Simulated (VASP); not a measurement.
# Si16HC16 (a cell with a defect) in VASP: a series of runs

Runs on Si16HC16 (a cell with a defect). Level: PBE. Tasks: single point.

All numbers are computed with VASP 6.6.1; they aren't measurements. Logs are shortened: lines on timing, memory, paths and dates and some standing lists are left out, and cuts for length are marked.

## Step 1: The cell of the first run

The cell holds a defect, 33 atoms: a = 6.188 Å, b = 6.188 Å, c = 10.129 Å, α = 90.00°, β = 90.00°, γ = 120.00°.

## Step 2: Single point, PBE, collinear spin (with an interstitial atom, then relaxed in part)

Input file INCAR:

```
SYSTEM = Si16HC16
ALGO = Normal
EDIFF = 1E-7
ENCUT = 520
GGA = PE
ISIF = 2
ISMEAR = 0
ISPIN = 2
LASPH = .True.
LCHARG = .False.
LORBIT = 11
LREAL = Auto
LWAVE = .False.
MAGMOM = 0 0.125 0 0 0 0 0 0 0 0 0 0 0 0 0.125 0.125 0 0 0 0 0 0 0 0.125 0 0 0 0 0.125 0.125 0 0.125 0.125
NBANDS = 90
NELM = 150
PREC = Accurate
SIGMA = 0.01
```

Input file KPOINTS:

```
k-points
0
Gamma
  2 2 2
  0 0 0
```

Input file POSCAR:

```
Si16HC16
1.0
   -6.1882403622      0.0000000001      0.0000000000
    3.0941201811     -5.3591733584      0.0000000000
    0.0000000000      0.0000000000     10.1293391982
Si C H
16 16 1
Direct
    0.1578996167      0.3289498083      0.9355377079
    0.1578700456      0.8289350228      0.9374319428
    0.6578612289      0.3289506268      0.9355308625
    0.6578612289      0.8289106022      0.9355308625
    0.3246460087      0.1625819271      0.4370290588
    0.3246460087      0.6620640817      0.4370290588
    0.8244605645      0.1622302822      0.4361122693
    0.8241500157      0.6620750079      0.4370256364
    0.4911694210      0.4955847105      0.6864629166
    0.4910346109      0.9955173054      0.6864976950
    0.9912022471      0.4956729874      0.6864975936
    0.9912022471      0.9955292597      0.6864975936
    0.4911735484      0.4955867742      0.1862382979
    0.4903942997      0.9951971498      0.1861432577
    0.9914917793      0.4962408244      0.1861617108
    0.9914917793      0.9952509549      0.1861617108
    0.1581365622      0.3290682811      0.7477653563
    0.1577913358      0.8288956679      0.7479780707
    0.6576733975      0.3290485906      0.7477602391
    0.6576733975      0.8286248069      0.7477602391
    0.3259410741      0.1652405131      0.2492585085
    0.3259410741      0.6607005610      0.2492585085
    0.8244366364      0.1622183182      0.2483331461
    0.8215230443      0.6607615222      0.2492573546
   -0.0088597868     -0.0044095420      0.4989005636
   -0.0088597868      0.4955497552      0.4989005636
    0.4911485821     -0.0044257090      0.4989082549
    0.4911561298      0.4955780649      0.4997703020
   -0.0108044741     -0.0023774894     -0.0025983100
   -0.0108044741      0.4915730154     -0.0025983100
    0.4952066344     -0.0023966828     -0.0026364666
    0.4912143417      0.4956071709     -0.0014823932
    1.1579316615      0.8289658307      0.1197500158
```

Potentials or basis: VASP PAW PBE potentials, release 64 (Si, C, H).

Command:

```sh
> cat potpaw_PBE.64/Si/POTCAR potpaw_PBE.64/C/POTCAR potpaw_PBE.64/H/POTCAR > POTCAR
> mpirun -np 1 vasp_std > vasp.out
```

OUTCAR:

```text
SYSTEM = Si16HC16
   EDIFF = 1E-7
   ENCUT = 520
   GGA = PE
   ISIF = 2
   ISMEAR = 0
   ISPIN = 2
   LASPH = .True.
   LORBIT = 11
   LREAL = Auto
   NELM = 150
   PREC = Accurate

 ion  position               nearest neighbor table
   1  0.158  0.329  0.936-  29 1.88  30 1.88  32 1.90  17 1.90   9 3.09  12 3.09  11 3.09   3 3.09
                             4 3.09   2 3.09   2 3.09   4 3.09   3 3.09  13 3.10  16 3.11  15 3.11
   2  0.158  0.829  0.937-  33 1.85  31 1.91  30 1.91  29 1.91  18 1.92  14 3.09  15 3.09  16 3.09
                             3 3.09   4 3.09   1 3.09   1 3.09   4 3.09   3 3.09  10 3.11  11 3.11
   3  0.658  0.329  0.936-  31 1.88  30 1.88  32 1.90  19 1.90  11 3.09   9 3.09  10 3.09   4 3.09
                             1 3.09   2 3.09   2 3.09   1 3.09   4 3.09  13 3.10  15 3.11  14 3.11
   4  0.658  0.829  0.936-  31 1.88  29 1.88  32 1.90  20 1.90  12 3.09   9 3.09  10 3.09   3 3.09
                             1 3.09   2 3.09   2 3.09   1 3.09   3 3.09  13 3.10  16 3.11  14 3.11
   5  0.325  0.163  0.437-  25 1.89  27 1.89  28 1.89  21 1.90   6 3.09   8 3.09   9 3.09   7 3.09
                             7 3.09  12 3.09  10 3.09   8 3.10   6 3.10  13 3.10  16 3.11  14 3.11
   6  0.325  0.662  0.437-  26 1.89  27 1.89  28 1.89  22 1.90   5 3.09   8 3.09   9 3.09   7 3.09
                             7 3.09  11 3.09  10 3.09   8 3.10   5 3.10  13 3.10  15 3.11  14 3.11
   7  0.824  0.162  0.436-  27 1.90  25 1.90  26 1.90  23 1.90   6 3.09   5 3.09   8 3.09   8 3.09
                             5 3.09   6 3.09  16 3.10  15 3.10  14 3.10  10 3.10  12 3.10  11 3.10
   8  0.824  0.662  0.437-  25 1.89  26 1.89  28 1.89  24 1.90   5 3.09   6 3.09   9 3.09   7 3.09
                             7 3.09  12 3.10  11 3.10   5 3.10   6 3.10  13 3.10  16 3.11  15 3.11
   9  0.491  0.496  0.686-  17 1.89  20 1.89  19 1.89  28 1.89   1 3.09   3 3.09   4 3.09   8 3.09
[... 18 lines left out ...]
  20  0.658  0.829  0.748-   9 1.89  12 1.89  10 1.89   4 1.90
  21  0.326  0.165  0.249-  13 1.88   5 1.90  16 1.90  14 1.90
  22  0.326  0.661  0.249-  13 1.88   6 1.90  15 1.90  14 1.90
[... 9 lines left out ...]
  32  0.491  0.496  0.999-   4 1.90   3 1.90   1 1.90  13 1.90
  33  0.158  0.829  0.120-   2 1.85  14 1.90  15 1.91  16 1.91

  LATTYP: Found a hexagonal cell.
 ALAT       =     6.1882403622
 C/A-ratio  =     1.6368690622

  Lattice vectors:

 A1 = (  -6.1882403622,   0.0000000001,   0.0000000000)
 A2 = (   3.0941201811,  -5.3591733584,   0.0000000000)
 A3 = (   0.0000000000,   0.0000000000,  10.1293391982)

Analysis of symmetry for initial positions (statically):
=====================================================================
 Subroutine PRICEL returns:
 Original cell was already a primitive cell.

 Routine SETGRP: Setting up the symmetry group for a
 hexagonal supercell.

 Subroutine GETGRP returns: Found  2 space group operations
 (whereof  1 operations were pure point group operations)
 out of a pool of 24 trial point group operations.

The static configuration has the point symmetry C_1 .
 The point group associated with its full space group is C_1h.

Analysis of symmetry for dynamics (positions and initial velocities):
=====================================================================
 Subroutine PRICEL returns:
 Original cell was already a primitive cell.

 Routine SETGRP: Setting up the symmetry group for a
 hexagonal supercell.

 Subroutine GETGRP returns: Found  2 space group operations
 (whereof  1 operations were pure point group operations)
 out of a pool of 24 trial point group operations.

The dynamic configuration has the point symmetry C_1 .
 The point group associated with its full space group is C_1h.

Analysis of structural, dynamic, and magnetic symmetry:
=====================================================================
 Subroutine PRICEL returns:
 Original cell was already a primitive cell.

 Routine SETGRP: Setting up the symmetry group for a
 hexagonal supercell.

 Subroutine GETGRP returns: Found  2 space group operations
 (whereof  1 operations were pure point group operations)
 out of a pool of 24 trial point group operations.

The overall configuration has the point symmetry C_1 .
 The point group associated with its full space group is C_1h.

 Subroutine INISYM returns: Found  2 space group operations
 (whereof  1 operations are pure point group operations),
 and found     1 'primitive' translations

----------------------------------------------------------------------------------------
[... 127 lines left out ...]
   PREC   = accura    normal or accurate (medium, high low for compatibility)
   ISTART =      0    job   : 0-new  1-cont  2-samecut
   ICHARG =      2    charge: 1-file 2-atom 10-const
   ISPIN  =      2    spin polarized calculation?
   LNONCOLLINEAR =      F non collinear calculations
   LSORBIT =      F    spin-orbit coupling
   LASPH  =      T    aspherical Exc in radial PAW
[... 22 lines left out ...]
     AMIX_MAG =   1.60;   BMIX_MAG =  1.00
  volume/ion in A,a.u.               =      10.18        68.70
  Fermi-wavevector in a.u.,A,eV,Ry     =   1.189934  2.248648 19.265058  1.415942
  Thomas-Fermi vector in A             =   2.326030
   LORBIT       =     11    0 simple, 1 ext, 2 COOP (PROOUT), +10 PAW based schemes
   GGA     = PE    functional components
   LHFCALC =     F    Hartree Fock is set to
   AEXX    =    0.0000 exact exchange contribution
   IVDW    =     0    specifies the selected vdW correction
   LEPSILON=     F    determine dielectric tensor
   LRPA    =     F    only Hartree local field effects (RPA)
 spin polarized calculation
 Gauss-broadening in eV      SIGMA  =   0.01
  energy-cutoff  :      520.00
  volume of cell :      335.93
 maximum number of plane-waves:      9074
 NGX is ok and might be reduce to    48
   NGX = 23   NGY = 23   NGZ = 37

 number of electron     128.9999999 magnetization       0.4999934

 Free energy of the ion-electron system (eV)
  ---------------------------------------------------
  ext. energy  EPLUGINS =         0.00000000
  ---------------------------------------------------
  free energy    TOTEN  =      -240.58586643 eV

  energy without entropy =     -240.58490363  energy(sigma->0) =     -240.58538503

 E-fermi :   8.3593     XC(G=0): -11.3226

 val. band max:        8.2570355062   @ k =  -0.0000   0.5000   0.5000
 cond. band min:       8.3618274076   @ k =   0.5000   0.0000   0.0000
 fundamental gap:      0.1047919014
 Fermi energy:         8.3593020901

 spin component 1

 k-point     1 :       0.0000    0.0000    0.0000
  band No.  band energies     occupation
      1      -7.4012      1.00000
      2      -6.2523      1.00000
      3      -6.1536      1.00000
      4      -3.9673      1.00000
      5      -3.9671      1.00000
      6      -3.9666      1.00000
[... 463 lines left out ...]
     75      13.5148      0.00000
     76      13.5371      0.00000
 Fermi energy:         8.3593020901

 spin component 2

 k-point     1 :       0.0000    0.0000    0.0000
  band No.  band energies     occupation
      1      -7.3737      1.00000
      2      -6.2229      1.00000
      3      -6.1376      1.00000
      4      -3.9500      1.00000
      5      -3.9497      1.00000
      6      -3.9490      1.00000
[... 463 lines left out ...]
     75      13.5267      0.00000
     76      13.5492      0.00000
 [bands above 76 left out]

------------------------ aborting loop because EDIFF is reached ----------------------------------------

  FORCE on cell =-STRESS in cart. coord.  units (eV):
  Direction    XX          YY          ZZ          XY          YZ          ZX
  --------------------------------------------------------------------------------------
  -------------------------------------------------------------------------------------
  Total        4.1683899      4.1513762      0.4966555      0.0147343      0.0081479      0.0141126
  in kB       19.8807527     19.7996074      2.3687530      0.0702739      0.0388608      0.0673087
  external PRESSURE =      14.0163710 kB  Pullay stress =       0.0000000 kB

 VOLUME and BASIS-vectors are now :
 -----------------------------------------------------------------------------
  energy-cutoff  :      520.00
  volume of cell :      335.93
      direct lattice vectors                 reciprocal lattice vectors
    -6.188240362  0.000000000  0.000000000    -0.161596826 -0.093297971  0.000000000
     3.094120181 -5.359173358  0.000000000    -0.000000000 -0.186595942  0.000000000
     0.000000000  0.000000000 10.129339198     0.000000000  0.000000000  0.098723123

 POSITION                                       TOTAL-FORCE (eV/Angst)
 -----------------------------------------------------------------------------------
      0.04069     -1.76290      9.47638         0.003616      0.002088      0.000417
      1.58789     -4.44241      9.49557         0.003654      0.002110     -0.000898
     -3.05319     -1.76290      9.47631         0.001887      0.002804      0.000748
     -1.50625     -4.44228      9.47631         0.003372      0.000232      0.000748
     -1.50594     -0.87130      4.42682         0.004264      0.001695     -0.001364
      0.03952     -3.54812      4.42682         0.003600      0.002845     -0.001364
[... 25 lines left out ...]
     -1.50628     -2.65604     10.11432        -0.003983     -0.002300      0.003742
      1.58760     -4.44257      1.21299         0.002946      0.001701     -0.000002
 -----------------------------------------------------------------------------------
    total drift:                               -0.077129     -0.044528      0.019654

  FREE ENERGIE OF THE ION-ELECTRON SYSTEM (eV)
  ---------------------------------------------------
  free  energy   TOTEN  =      -240.5858664310 eV

  energy  without entropy=     -240.5849036301  energy(sigma->0) =     -240.58538503

 total charge

# of ion       s       p       d       tot
------------------------------------------
    1        0.703   0.967   0.000   1.670
    2        0.699   0.952   0.000   1.650
    3        0.703   0.967   0.000   1.670
    4        0.703   0.967   0.000   1.670
    5        0.703   0.963   0.000   1.666
    6        0.703   0.963   0.000   1.666
[... 25 lines left out ...]
   32        0.834   1.699   0.000   2.533
   33        0.513   0.024   0.000   0.537
--------------------------------------------------
tot         25.100  42.601   0.000  67.700

 magnetization (x)

# of ion       s       p       d       tot
------------------------------------------
    1        0.001   0.002   0.000   0.003
    2        0.004  -0.001   0.000   0.003
    3        0.001   0.002   0.000   0.003
    4        0.001   0.002   0.000   0.003
    5        0.000   0.001   0.000   0.001
    6        0.000   0.001   0.000   0.001
[... 25 lines left out ...]
   32        0.000   0.000   0.000   0.000
   33        0.116   0.001   0.000   0.117
--------------------------------------------------
tot          0.146   0.124   0.000   0.270
```

It took 9.4 min on 1 thread of Intel Xeon Platinum 8259CL at 2.50GHz (Skylake/Cascade Lake), shared host; peak memory 0.69 GiB.

Results:

* Free energy: -240.5859 eV
* Pressure: 1.4 GPa
* Largest force: 0.008 eV/Å
* Net moment: 0.50 μB per cell
* Site moments: Si +0.00, -0.00 (each value once); C +0.00, +0.01, +0.02 (each value once); H +0.12 μB
* Valence electrons inside the program's atomic spheres: Si 1.67, 1.65, 1.66 (each value once); C 2.54, 2.53 (each value once); H 0.54

Forces in eV/Å, atoms in the order of the input:
```
Si   0.004  0.002  0.000
Si   0.004  0.002 -0.001
Si   0.002  0.003  0.001
Si   0.003  0.000  0.001
Si   0.004  0.002 -0.001
Si   0.004  0.003 -0.001
Si   0.003  0.002  0.002
Si   0.004  0.003 -0.001
Si   0.004  0.002 -0.004
Si   0.004  0.002 -0.003
Si   0.003  0.002 -0.004
Si   0.004  0.002 -0.004
Si   0.003  0.002 -0.003
Si   0.002  0.001 -0.003
Si   0.004  0.000 -0.004
Si   0.002  0.004 -0.004
C   -0.005 -0.003 -0.001
C   -0.004 -0.002  0.003
C   -0.002 -0.002  0.001
C   -0.003 -0.001  0.001
C   -0.008  0.001  0.001
C   -0.003 -0.007  0.001
C   -0.004 -0.003  0.001
C    0.003  0.002  0.004
C   -0.004 -0.002  0.000
C   -0.004 -0.002  0.000
C   -0.006 -0.004 -0.001
C   -0.006 -0.003  0.000
C   -0.002 -0.001  0.004
C   -0.001 -0.001  0.004
C   -0.004 -0.002  0.007
C   -0.004 -0.002  0.004
H    0.003  0.002  0.000
```

Stress tensor (GPa, compression positive):
```
1.99 0.01 0.01
0.01 1.98 0.00
0.01 0.00 0.24
```

Caveat: the k points lie up to 0.59 Å⁻¹ apart; the cell differs from its parent crystal (with an interstitial atom, then relaxed in part).

## Step 3: Single point, PBE, collinear spin

Input file INCAR:

```
SYSTEM = Si16HC16
ALGO     = Fast           ! electronic algorithm
EDIFF    = 1E-6           ! SCF threshold, eV
ENCUT    = 520            ! plane-wave cutoff, eV
GGA      = PE             ! functional
ISIF     = 2              ! what is computed and relaxed
ISMEAR   = 0              ! smearing method
ISPIN    = 2              ! spin polarisation
LASPH    = .True.         ! aspherical terms in the spheres
LCHARG   = .False.        ! write CHGCAR
LORBIT   = 11             ! projections on sites
LREAL    = Auto         
LWAVE    = .False.        ! write WAVECAR
MAGMOM   = 0 0 0 0 0 0 0 0 0 0 0 0 0 0 0 0 0 0 0 0 0 0 0 0 0 0 0 0 0 0 0 0 0.21 ! initial moments
NBANDS   = 90             ! bands
NELM     = 150            ! most SCF steps
PREC     = Accurate       ! precision mode
SIGMA    = 0.02           ! smearing width, eV
```

KPOINTS is that of step 2.

Input file POSCAR:

```
Si16HC16
1.0
    3.0941201811     -5.3591733586      0.0000000000
   -6.1882403624      0.0000000001      0.0000000000
    0.0000000000      0.0000000000    -10.1293391981
Si C H
16 16 1
Direct
    0.3319254447      0.1639325814      0.0620940801
    0.8333723694      0.1667686137      0.0615288903
    0.3318786091      0.6682586745      0.0621125414
    0.8362332584      0.6682273084      0.0621032614
    0.1669906794      0.3335775778      0.5621706302
    0.6665580232      0.3335813593      0.5621572038
    0.1667359759      0.8334026874      0.5621111001
    0.6665686592      0.8331618099      0.5621680633
    0.4999946486      0.5001244863      0.3128067822
    0.9997312349      0.4995136596      0.3126158516
    0.5006124677      1.0003984617      0.3126128899
    0.9997726592      1.0003609102      0.3126589936
    0.5000215184      0.5001353357      0.8127901375
    0.9996577161      0.4993771949      0.8111068096
    0.5007684619      1.0004935881      0.8111069083
    0.9997054847      1.0004517525      0.8110826224
    0.3336732888      0.1673762162      0.2512402784
    0.8333886033      0.1667301908      0.2499994275
    0.3336337305      0.6664841081      0.2512539022
    0.8327441009      0.6664452392      0.2512572588
    0.1673940998      0.3337739553      0.7499567199
    0.6663557532      0.3337933989      0.7499428000
    0.1667387749      0.8334055412      0.7501910886
    0.6663831828      0.8327710872      0.7499557327
   -0.0000789301      0.0002287857      0.4999928328
    0.5003553385      0.0002626838      0.4999592669
   -0.0001227801      0.4997755295      0.4999664737
    0.5000524933      0.5000981426      0.4997606360
   -0.0019529131      0.0021098812      0.9976244059
    0.5039956387      0.0021330905      0.9976818628
   -0.0019870602      0.4961431065      0.9976821590
    0.5000054711      0.5001536524      1.0003596288
    1.1664379153      0.8336832107      0.1243009021
```

Potentials or basis: VASP PAW PBE potentials, release 64 (Si, C, H).

Command:

```sh
> cat potpaw_PBE.64/Si/POTCAR potpaw_PBE.64/C/POTCAR potpaw_PBE.64/H/POTCAR > POTCAR
> mpirun -np 1 vasp_std > vasp.out
```

Run time: 23 min. Hardware: 1 thread of Oxide Virtual Turin-like, shared host; peak memory 0.7 GiB.

Results (log left out):

```yaml
Free_energy: -240.5992 eV
Pressure: 1.3 GPa
Largest_force: 0.021 eV/Å
Net_moment: 0.50 μB per cell
Site_moments: Si +0.00, +0.01, -0.00 (each value once); C +0.01, +0.00, -0.00, +0.02 (each value once); H +0.13 μB
Valence_electrons_inside_the_program's_atomic_spheres: Si 1.65, 1.67, 1.66 (each value once); C 2.53, 2.54, 2.52 (each value once); H 0.52
```

Forces on the atoms (eV/Å):
```
Si  -0.005 -0.004  0.003
Si  -0.001  0.001  0.006
Si   0.005 -0.004  0.003
Si   0.000  0.007  0.003
Si   0.001 -0.006  0.001
Si  -0.004  0.002  0.000
Si  -0.002  0.001 -0.003
Si   0.006  0.001  0.002
Si   0.002 -0.002 -0.013
Si   0.007  0.004  0.001
Si   0.000 -0.008  0.002
Si  -0.008  0.005  0.006
Si   0.002 -0.002  0.008
Si  -0.001 -0.002 -0.002
Si   0.002  0.001 -0.002
Si   0.001 -0.001 -0.001
C    0.000 -0.001  0.003
C   -0.002 -0.001 -0.007
C    0.003 -0.001  0.002
C    0.000  0.000  0.005
C   -0.002  0.002 -0.005
C    0.000  0.001 -0.006
C   -0.002  0.004  0.003
C   -0.001  0.001 -0.005
C    0.005 -0.001  0.005
C    0.001  0.007  0.003
C   -0.006 -0.005  0.003
C   -0.003  0.003  0.000
C    0.015 -0.008 -0.013
C    0.001  0.018 -0.006
C   -0.016 -0.009 -0.007
C   -0.002 -0.001  0.005
H    0.003 -0.002  0.007
```

Stress tensor (GPa, compression positive):
```
1.80 0.01 0.00
0.01 1.80 0.00
0.00 0.00 0.37
```

Levels at points of the mesh, in eV from the Fermi level:
Spin up:
```
           k point  band 62  band 63  band 64  band 65  band 66  band 67  band 68  band 69
(0.00, 0.00, 0.00)    -0.83    -0.30    -0.24    -0.24     1.96     1.96     2.03     2.11
(0.50, 0.00, 0.00)    -1.09    -0.81    -0.77     0.01     3.38     3.42     3.48     3.72
(0.00, 0.50, 0.00)    -1.09    -0.81    -0.77     0.01     3.38     3.42     3.48     3.72
(0.50, 0.50, 0.00)    -1.09    -0.81    -0.77     0.01     3.38     3.42     3.48     3.72
(0.00, 0.00, 0.50)    -0.47    -0.47    -0.43    -0.43     2.33     2.33     2.36     2.43
(0.50, 0.00, 0.50)    -1.18    -1.16    -1.10    -0.06     3.60     3.60     3.62     3.64
(0.00, 0.50, 0.50)    -1.18    -1.16    -1.10    -0.06     3.60     3.60     3.62     3.64
(0.50, 0.50, 0.50)    -1.18    -1.16    -1.10    -0.06     3.60     3.60     3.62     3.64
```
Spin down:
```csv
k point,band 60,band 61,band 62,band 63,band 64,band 65,band 66,band 67,band 68,band 69
"(0.00, 0.00, 0.00)",-0.81,-0.81,-0.71,-0.28,-0.23,-0.23,1.97,1.97,2.03,2.12
"(0.50, 0.00, 0.00)",-1.82,-1.08,-1.07,-0.79,-0.75,0.49,3.39,3.44,3.49,3.74
"(0.00, 0.50, 0.00)",-1.82,-1.08,-1.07,-0.79,-0.75,0.49,3.39,3.44,3.49,3.74
"(0.50, 0.50, 0.00)",-1.82,-1.08,-1.07,-0.79,-0.75,0.49,3.39,3.44,3.49,3.74
"(0.00, 0.00, 0.50)",-1.24,-0.46,-0.46,-0.41,-0.41,-0.32,2.34,2.34,2.36,2.45
"(0.50, 0.00, 0.50)",-1.48,-1.17,-1.17,-1.15,-1.08,0.43,3.61,3.61,3.63,3.64
"(0.00, 0.50, 0.50)",-1.48,-1.17,-1.17,-1.15,-1.08,0.43,3.61,3.61,3.63,3.64
"(0.50, 0.50, 0.50)",-1.48,-1.17,-1.17,-1.15,-1.08,0.43,3.61,3.61,3.63,3.64
```

Caveat: the k points lie up to 0.59 Å⁻¹ apart.
